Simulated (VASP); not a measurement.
# C in VASP: single point with PBE

Aim: the single point of C with PBE.

Everything below comes from runs of VASP 6.6.1. Logs are shortened: lines on timing, memory, paths and dates and some standing lists are left out, and cuts for length are marked.

### 1 The cell of the first run

The cell holds a slab with vacuum, 18 atoms: a = 7.398 Å, b = 7.398 Å, c = 11.000 Å, α = 90.00°, β = 90.00°, γ = 120.00°.

### 2 Single point, PBE

INCAR

```
PREC = Accurate
ENCUT = 520
EDIFF = 1E-6
ISMEAR = -1
SIGMA = 0.05
LREAL = Auto
LASPH = T
NELM = 60
ALGO = Normal
ISIF = 2
LWAVE = F
LCHARG = F
GGA = PE
NBANDS = 51
```

KPOINTS

```
regular mesh
0
Gamma
  2 2 1
```

POSCAR

```
C
1.0
    7.3980000000      0.0000000000      0.0000000000
   -3.6990000000      6.4068560000      0.0000000000
    0.0000000000      0.0000000000     11.0000000000
C
18
Direct
   -0.0093530296     -0.0047293087      0.0877727273
    0.2177549788      0.1143150400      0.0945727273
   -0.0028673749      0.3438191837      0.0942909091
    0.2265346563      0.4368757469      0.0879454545
   -0.0029847652      0.6616974067      0.0775909091
    0.2254916378      0.7738272875      0.0931818182
    0.3296895615      0.0003902070      0.0918272727
    0.5588631039      0.1110216930      0.0875818182
    0.3371958051      0.3321910154      0.0961181818
    0.5583113654      0.4451169185      0.0918090909
    0.3330923332      0.6639137824      0.1046818182
    0.5505342161      0.7793057937      0.0928636364
    0.6678155856     -0.0015140031      0.0825818182
    0.8977012565      0.1158134349      0.0936090909
    0.6604680849      0.3388869673      0.0942454545
    0.8883887425      0.4454446924      0.0928454545
    0.6632830808      0.6671446962      0.0871181818
    0.9000543513      0.7764806951      0.0857272727
```

Potentials or basis: VASP PAW PBE potentials, release 64 (C).

On the command line:

```sh
$ cat potpaw_PBE.64/C/POTCAR > POTCAR
$ mpirun -np 1 vasp_std > vasp.out
```

OUTCAR:

```text
PREC = Accurate
   ENCUT = 520
   EDIFF = 1E-6
   ISMEAR = -1
   LREAL = Auto
   LASPH = T
   NELM = 60
   ISIF = 2
   GGA = PE

 ion  position               nearest neighbor table
   1  0.991  0.995  0.088-  14 1.37  18 1.41   2 1.46
   2  0.218  0.114  0.095-   9 1.40   7 1.45   1 1.46
   3  0.997  0.344  0.094-  16 1.35  14 1.46   4 1.48
   4  0.227  0.437  0.088-   9 1.38  11 1.47   3 1.48
   5  0.997  0.662  0.078-  18 1.36  16 1.40   6 1.47
   6  0.225  0.774  0.093-  11 1.40   7 1.45   5 1.47
[... 10 lines left out ...]
  17  0.663  0.667  0.087-  10 1.42  12 1.44  18 1.52
  18  0.900  0.776  0.086-   5 1.36   1 1.41  17 1.52

  LATTYP: Found a hexagonal cell.
 ALAT       =     7.3980000000
 C/A-ratio  =     1.4868883482

  Lattice vectors:

 A1 = (   7.3980000000,   0.0000000000,   0.0000000000)
 A2 = (  -3.6990000000,   6.4068560000,   0.0000000000)
 A3 = (   0.0000000000,   0.0000000000,  11.0000000000)

Analysis of symmetry for initial positions (statically):
=====================================================================
 Subroutine PRICEL returns:
 Original cell was already a primitive cell.

 Routine SETGRP: Setting up the symmetry group for a
 hexagonal supercell.

 Subroutine GETGRP returns: Found  1 space group operations
 (whereof  1 operations were pure point group operations)
 out of a pool of 24 trial point group operations.

The static configuration has the point symmetry C_1 .

Analysis of symmetry for dynamics (positions and initial velocities):
=====================================================================
 Subroutine PRICEL returns:
 Original cell was already a primitive cell.

 Routine SETGRP: Setting up the symmetry group for a
 hexagonal supercell.

 Subroutine GETGRP returns: Found  1 space group operations
 (whereof  1 operations were pure point group operations)
 out of a pool of 24 trial point group operations.

The dynamic configuration has the point symmetry C_1 .

 Subroutine INISYM returns: Found  1 space group operations
 (whereof  1 operations are pure point group operations),
 and found     1 'primitive' translations

----------------------------------------------------------------------------------------

                                     Primitive cell

  volume of cell :     521.3771

  direct lattice vectors                    reciprocal lattice vectors
     7.398000000  0.000000000  0.000000000     0.135171668  0.078041398  0.000000000
    -3.699000000  6.406856000  0.000000000     0.000000000  0.156082796  0.000000000
     0.000000000  0.000000000 11.000000000     0.000000000  0.000000000  0.090909091

  length of vectors
     7.398000000  7.398000054 11.000000000     0.156082797  0.156082796  0.090909091

  position of ions in fractional coordinates (direct lattice)
     0.990646970  0.995270691  0.087772727
     0.217754979  0.114315040  0.094572727
     0.997132625  0.343819184  0.094290909
     0.226534656  0.436875747  0.087945455
     0.997015235  0.661697407  0.077590909
     0.225491638  0.773827287  0.093181818
[... 10 lines left out ...]
     0.663283081  0.667144696  0.087118182
     0.900054351  0.776480695  0.085727273

  ion indices of the primitive-cell ions
   primitive index   ion index
                 1           1
                 2           2
                 3           3
                 4           4
                 5           5
                 6           6
[... 10 lines left out ...]
                17          17
                18          18

----------------------------------------------------------------------------------------

 KPOINTS: regular mesh

Automatic generation of k-mesh.
 Grid dimensions read from file:
 generate k-points for:    2    2    1

 Generating k-lattice:

  Cartesian coordinates                     Fractional coordinates (reciprocal lattice)
     0.067585834  0.039020699  0.000000000     0.500000000 -0.000000000  0.000000000
     0.000000000  0.078041398  0.000000000     0.000000000  0.500000000  0.000000000
     0.000000000  0.000000000  0.090909091     0.000000000  0.000000000  1.000000000

  Length of vectors
     0.078041399  0.078041398  0.090909091

  Shift w.r.t. Gamma in fractional coordinates (k-lattice)
     0.000000000  0.000000000  0.000000000

 Subroutine IBZKPT returns following result:
 ===========================================

 Found      4 irreducible k-points:

 Following reciprocal coordinates:
            Coordinates               Weight
  0.000000  0.000000  0.000000      1.000000
  0.500000 -0.000000  0.000000      1.000000
  0.000000  0.500000  0.000000      1.000000
  0.500000  0.500000  0.000000      1.000000
   k-points           NKPTS =      4   k-points in BZ     NKDIM =      4   number of bands    NBANDS=     51
   number of dos      NEDOS =    301   number of ions     NIONS =     18
   total plane-waves  NPLWV = 263424
   dimension x,y,z NGX =    56 NGY =   56 NGZ =   84
   dimension x,y,z NGXF=   112 NGYF=  112 NGZF=  168
   ions per type =              18
   NGX,Y,Z   is equivalent  to a cutoff of  12.58, 12.58, 12.70 a.u.
   NGXF,Y,Z  is equivalent  to a cutoff of  25.17, 25.17, 25.39 a.u.
 SYSTEM =  unknown system
   PREC   = accura    normal or accurate (medium, high low for compatibility)
   ISTART =      0    job   : 0-new  1-cont  2-samecut
   ICHARG =      2    charge: 1-file 2-atom 10-const
   ISPIN  =      1    spin polarized calculation?
   LNONCOLLINEAR =      F non collinear calculations
   LSORBIT =      F    spin-orbit coupling
   LASPH  =      T    aspherical Exc in radial PAW
   ENCUT  =  520.0 eV  38.22 Ry    6.18 a.u.  13.76 13.76 20.45*2*pi/ulx,y,z
   NELM   =     60;   NELMIN=  2; NELMDL= -5     # of ELM steps
   EDIFF  = 0.1E-05   stopping-criterion for ELM
   LREAL  =      T    real-space projection
   EDIFFG = 0.1E-04   stopping-criterion for IOM
   NSW    =      0    number of steps for IOM
   IBRION =     -1    ionic relax: 0-MD 1-quasi-New 2-CG
   NFREE  =      0    steps in history (QN), initial steepest desc. (CG)
   ISIF   =      2    stress and relaxation
   ISYM   =      2    0-nonsym 1-usesym 2-fastsym
   POTIM  = 0.5000    time-step for ionic-motion
   TEBEG  =    0.0;   TEEND  =   0.0 temperature during run
   PSTRESS=    0.0 pullay stress
   NELECT =      72.0000    total number of electrons
   NUPDOWN=      -1.0000    fix difference up-down
   EMIN   =  10.00;   EMAX   =-10.00  energy-range for DOS
   EFERMI =   0.00;   METHOD = LEGACY
   ISMEAR =    -1;   SIGMA  =   0.05  broadening in eV -4-tet -1-fermi 0-gaus
   EFERMI_NEDOS =   21; number of points for ismear=-14 and -15
   IALGO  =     38    algorithm
   IMIX   =      4    mixing-type and parameters
     AMIX     =   0.40;   BMIX     =  1.00
     AMIX_MAG =   1.60;   BMIX_MAG =  1.00
  volume/ion in A,a.u.               =      28.97       195.47
  Fermi-wavevector in a.u.,A,eV,Ry     =   0.846191  1.599069  9.742302  0.716039
  Thomas-Fermi vector in A             =   1.961499
   LORBIT       =      0    0 simple, 1 ext, 2 COOP (PROOUT), +10 PAW based schemes
   GGA     = PE    functional components
[... 5 lines left out ...]
 non-spin polarized calculation
  energy-cutoff  :      520.00
  volume of cell :      521.38
 maximum number of plane-waves:     14099
 NGX is ok and might be reduce to    56
   NGX = 27   NGY = 27   NGZ = 41

 number of electron      71.9999999 magnetization

 Free energy of the ion-electron system (eV)
  ---------------------------------------------------
  ext. energy  EPLUGINS =         0.00000000
  ---------------------------------------------------
  free energy    TOTEN  =      -163.86277727 eV

  energy without entropy =     -163.85773846  energy(sigma->0) =     -163.86025787

 E-fermi :  -1.4845     XC(G=0):  -3.9049

 val. band max:       -1.6813211247   @ k =   0.0000   0.0000   0.0000
 cond. band min:      -1.2777945942   @ k =   0.0000   0.0000   0.0000
 fundamental gap:      0.4035265305
 Fermi energy:        -1.4845403291

 k-point     1 :       0.0000    0.0000    0.0000
  band No.  band energies     occupation
      1     -21.0424      2.00000
      2     -18.7385      2.00000
      3     -18.6844      2.00000
      4     -18.5351      2.00000
      5     -18.3641      2.00000
      6     -18.2595      2.00000
[... 40 lines left out ...]
     47       4.1100      0.00000
     48       5.1720      0.00000

 k-point     2 :       0.5000   -0.0000    0.0000
  band No.  band energies     occupation
      1     -20.4056      2.00000
      2     -20.3820      2.00000
      3     -19.2493      2.00000
      4     -18.9104      2.00000
      5     -16.9698      2.00000
      6     -16.6603      2.00000
[... 40 lines left out ...]
     47       4.2651      0.00000
     48       4.4829      0.00000

 k-point     3 :       0.0000    0.5000    0.0000
  band No.  band energies     occupation
      1     -20.5010      2.00000
      2     -20.2701      2.00000
      3     -19.1781      2.00000
      4     -19.0350      2.00000
      5     -16.7845      2.00000
      6     -16.6458      2.00000
[... 40 lines left out ...]
     47       4.2359      0.00000
     48       4.6467      0.00000

 k-point     4 :       0.5000    0.5000    0.0000
  band No.  band energies     occupation
      1     -20.4493      2.00000
      2     -20.3468      2.00000
      3     -19.1134      2.00000
      4     -19.0564      2.00000
      5     -16.7563      2.00000
      6     -16.6276      2.00000
[... 40 lines left out ...]
     47       4.3226      0.00000
     48       4.6557      0.00000
 [bands above 48 left out]

------------------------ aborting loop because EDIFF is reached ----------------------------------------

  FORCE on cell =-STRESS in cart. coord.  units (eV):
  Direction    XX          YY          ZZ          XY          YZ          ZX
  --------------------------------------------------------------------------------------
  -------------------------------------------------------------------------------------
  Total        3.0607901      3.1750681     -0.9766192      0.4443082     -1.0612320      0.1046931
  in kB        9.4057223      9.7568954     -3.0011235      1.3653468     -3.2611362      0.3217189
  external PRESSURE =       5.3871647 kB  Pullay stress =       0.0000000 kB

 VOLUME and BASIS-vectors are now :
 -----------------------------------------------------------------------------
  energy-cutoff  :      520.00
  volume of cell :      521.38
      direct lattice vectors                 reciprocal lattice vectors
     7.398000000  0.000000000  0.000000000     0.135171668  0.078041398  0.000000000
    -3.699000000  6.406856000  0.000000000     0.000000000  0.156082796  0.000000000
     0.000000000  0.000000000 11.000000000     0.000000000  0.000000000  0.090909091

 POSITION                                       TOTAL-FORCE (eV/Angst)
 -----------------------------------------------------------------------------------
      3.64730      6.37656      0.96550         3.406256      2.089411      0.724222
      1.18810      0.73240      1.04030         2.168567     -2.309656     -0.395410
      6.10500      2.20280      1.03720         4.770886     -3.731764     -0.333985
      0.05990      2.79900      0.96740        -2.939544      3.031743      1.825762
      4.92830      4.23940      0.85350         2.462804      1.418486      1.726003
     -1.19420      4.95780      1.02500        -1.818105      0.508162     -0.407681
[... 10 lines left out ...]
      2.43920      4.27430      0.95830         1.394393      0.713662      0.446741
      3.78640      4.97480      0.94300        -5.414976     -0.396461     -0.774062
 -----------------------------------------------------------------------------------
    total drift:                                0.022535     -0.028581     -0.020451

  FREE ENERGIE OF THE ION-ELECTRON SYSTEM (eV)
  ---------------------------------------------------
  free  energy   TOTEN  =      -163.8627772702 eV

  energy  without entropy=     -163.8577384628  energy(sigma->0) =     -163.86025787
```

It took 2.5 min on 1 thread of Intel Xeon 6975P-C (Granite Rapids), shared host; peak memory 0.55 GiB.

What came out:

```yaml
Free_energy: -163.8628 eV
Largest_force: 6.066 eV/Å
Band_gap_on_the_k_mesh: 0.40 eV
```

Forces in eV/Å, atoms in the order of the input:
```
C    3.406  2.089  0.724
C    2.169 -2.310 -0.395
C    4.771 -3.732 -0.334
C   -2.940  3.032  1.826
C    2.463  1.418  1.726
C   -1.818  0.508 -0.408
C    0.796 -0.315  0.052
C   -1.754  0.596  0.456
C   -1.574 -0.394 -0.785
C   -2.215  1.556  0.298
C   -0.381 -0.829 -1.935
C    3.239 -0.590 -0.126
C   -0.520  1.797  1.237
C   -3.909 -0.712 -0.907
C    4.636 -2.739 -0.410
C   -2.348  0.307 -0.691
C    1.394  0.714  0.447
C   -5.415 -0.396 -0.774
```

Caveat: the k points lie up to 0.49 Å⁻¹ apart.
